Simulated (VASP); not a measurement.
# GaIr3 (Fm-3m) in VASP: a series of runs, part 2 of 2

VASP 6.6.1. Earlier steps stand in the parts before.

## 5. Single point, PBE, collinear spin

Contents of INCAR:

```
SYSTEM = GaIr3
ALGO = Normal
EDIFF = 1E-7
ENCUT = 520
GGA = PE
ISIF = 2
ISMEAR = 0
ISPIN = 2
LASPH = .True.
LCHARG = .False.
LMAXMIX = 4
LORBIT = 11
LREAL = .False.
LWAVE = .False.
MAGMOM = 0 1 1 1
NBANDS = 32
NELM = 150
PREC = Accurate
SIGMA = 0.1
```

Contents of KPOINTS:

```
k-points
0
Gamma
  6 6 6
  0 0 0
```

Contents of POSCAR:

```
GaIr3
1.0
    0.0000000000      3.0962473287      3.0962473287
    3.0962473287      0.0000000000      3.0962473287
    3.0962473287      3.0962473287      0.0000000000
Ga Ir
1 3
Direct
    0.0000000000      0.0000000000      0.0000000000
    0.2500000000      0.2500000000      0.2500000000
    0.7500000000      0.7500000000      0.7500000000
    0.5000000000      0.5000000000      0.5000000000
```

Potentials or basis: VASP PAW PBE potentials, release 64 (Ga_d, Ir).

Launch:

```console
$ cat potpaw_PBE.64/Ga_d/POTCAR potpaw_PBE.64/Ir/POTCAR > POTCAR
$ mpirun -np 1 vasp_std > vasp.out
```

OUTCAR:

```text
SYSTEM = GaIr3
   EDIFF = 1E-7
   ENCUT = 520
   GGA = PE
   ISIF = 2
   ISMEAR = 0
   ISPIN = 2
   LASPH = .True.
   LORBIT = 11
   LREAL = .False.
   NELM = 150
   PREC = Accurate

 ion  position               nearest neighbor table
   1  0.000  0.000  0.000-   3 2.68   3 2.68   3 2.68   2 2.68   3 2.68   2 2.68   2 2.68   2 2.68
                             4 3.10   4 3.10   4 3.10   4 3.10   4 3.10   4 3.10
   2  0.250  0.250  0.250-   1 2.68   1 2.68   1 2.68   1 2.68   4 2.68   4 2.68   4 2.68   4 2.68
                             3 3.10   3 3.10   3 3.10   3 3.10   3 3.10   3 3.10
   3  0.750  0.750  0.750-   4 2.68   4 2.68   4 2.68   1 2.68   4 2.68   1 2.68   1 2.68   1 2.68
                             2 3.10   2 3.10   2 3.10   2 3.10   2 3.10   2 3.10
   4  0.500  0.500  0.500-   2 2.68   2 2.68   2 2.68   2 2.68   3 2.68   3 2.68   3 2.68   3 2.68
                             1 3.10   1 3.10   1 3.10   1 3.10   1 3.10   1 3.10

  LATTYP: Found a face centered cubic cell.
 ALAT       =     6.1924946574

  Lattice vectors:

[... 1321 lines left out ...]

  FORCE on cell =-STRESS in cart. coord.  units (eV):
  Direction    XX          YY          ZZ          XY          YZ          ZX
  --------------------------------------------------------------------------------------
  -------------------------------------------------------------------------------------
  Total        0.3211151      0.3211151      0.3211151      0.0000000      0.0000000     -0.0000000
  in kB        8.6663135      8.6663135      8.6663135      0.0000000      0.0000000     -0.0000000
  external PRESSURE =       8.6663135 kB  Pullay stress =       0.0000000 kB

 VOLUME and BASIS-vectors are now :
 -----------------------------------------------------------------------------
  energy-cutoff  :      520.00
  volume of cell :       59.37
      direct lattice vectors                 reciprocal lattice vectors
     0.000000000  3.096247329  3.096247329    -0.161485807  0.161485807  0.161485807
     3.096247329  0.000000000  3.096247329     0.161485807 -0.161485807  0.161485807
     3.096247329  3.096247329  0.000000000     0.161485807  0.161485807 -0.161485807

 POSITION                                       TOTAL-FORCE (eV/Angst)
 -----------------------------------------------------------------------------------
      0.00000      0.00000      0.00000         0.000000     -0.000000      0.000000
      1.54812      1.54812      1.54812        -0.000000      0.000000     -0.000000
      4.64437      4.64437      4.64437        -0.000000     -0.000000      0.000000
      3.09625      3.09625      3.09625         0.000000     -0.000000      0.000000
 -----------------------------------------------------------------------------------
    total drift:                               -0.000000      0.000000      0.000000

  FREE ENERGIE OF THE ION-ELECTRON SYSTEM (eV)
  ---------------------------------------------------
  free  energy   TOTEN  =       -28.6555723878 eV

  energy  without entropy=      -28.6163408223  energy(sigma->0) =      -28.63595661

 total charge

# of ion       s       p       d       tot
------------------------------------------
    1        0.839   0.759  10.052  11.650
    2        0.602   0.564   7.058   8.225
    3        0.602   0.564   7.058   8.225
    4        0.630   0.614   7.086   8.330
--------------------------------------------------
tot          2.673   2.501  31.255  36.430

 magnetization (x)

# of ion       s       p       d       tot
------------------------------------------
    1       -0.004   0.001   0.000  -0.003
    2        0.005   0.001   0.372   0.378
    3        0.005   0.001   0.372   0.378
    4       -0.001  -0.005   0.291   0.285
--------------------------------------------------
tot          0.006  -0.003   1.035   1.038
```

stdout:

```text
POSCAR found type information on POSCAR GaIr
 POSCAR found :  2 types and       4 ions
 scaLAPACK will be used
 LDA part: xc-table for (Slater+PW92), standard interpolation
 POSCAR, INCAR and KPOINTS ok, starting setup
 FFT: planning ... GRIDC
 FFT: planning ... GRID_SOFT
 FFT: planning ... GRID
 WAVECAR not read
 entering main loop
```

Run time: 2.3 min. Hardware: 1 thread of AMD EPYC 7R43 (Zen 3), shared host; peak memory 0.23 GiB.

What came out:

```yaml
Free_energy: -28.6556 eV
Pressure: 0.9 GPa
Net_moment: 1.05 μB per cell
Site_moments: Ga -0.00; Ir +0.38, +0.28 (each value once) μB
Valence_electrons_inside_the_program's_atomic_spheres: Ga 11.65; Ir 8.22, 8.33 (each value once)
```

Levels at points of the mesh, in eV from the Fermi level:
Spin up:
```csv
k point,band 18,band 19,band 20,band 21,band 22,band 23,band 24,band 25
"(0.00, 0.00, 0.00)",-0.22,-0.22,-0.17,-0.17,1.19,5.08,5.08,5.08
"(0.50, 0.00, 0.00)",-0.53,-0.53,-0.19,-0.19,0.43,3.04,5.94,5.94
"(0.50, 0.50, 0.00)",-1.32,-0.87,-0.55,-0.26,0.29,0.40,0.40,4.85
```
Spin down:
| k point | band 16 | band 17 | band 18 | band 19 | band 20 | band 21 | band 22 | band 23 |
| --- | --- | --- | --- | --- | --- | --- | --- | --- |
| (0.00, 0.00, 0.00) | -0.45 | -0.45 | 0.02 | 0.02 | 0.23 | 0.23 | 1.23 | 5.12 |
| (0.50, 0.00, 0.00) | -2.41 | -2.41 | -0.24 | -0.24 | 0.00 | 0.00 | 0.61 | 3.15 |
| (0.50, 0.50, 0.00) | -1.27 | -1.27 | -1.14 | -0.56 | -0.39 | 0.13 | 0.61 | 0.61 |

Caveat: spin-orbit coupling is left out, which moves the levels of the heavy elements.

## 6. The runs side by side

| task | spin | cell | cutoff (eV) | gap on the mesh (eV) | pressure (GPa) |
| --- | --- | --- | --- | --- | --- |
| single point | off | a = 4.379 Å, angles 60.0°, 4 atoms | 520 | none | 0.6 |
| single point | off | a = 4.412 Å, angles 60.0°, 4 atoms | 520 | none | -5.0 |
| relaxation of cell and atoms | off | relaxed from a = 4.412 Å, angles 60.0°, 4 atoms | 600 | none | -0.1 |
| single point | collinear | a = 4.379 Å, angles 60.0°, 4 atoms | 520 | none | 0.9 |

Alike in all rows: level PBE; potentials or basis VASP PAW PBE potentials, release 64 (Ga_d, Ir); k mesh 6 × 6 × 6; smearing gaussian 0.1 eV.

Caveats: spin-orbit coupling is left out, which moves the levels of the heavy elements; the cell stands under tension (at least some runs).

Total energies depend on the potentials used, so only differences within one code and one set of settings carry meaning.
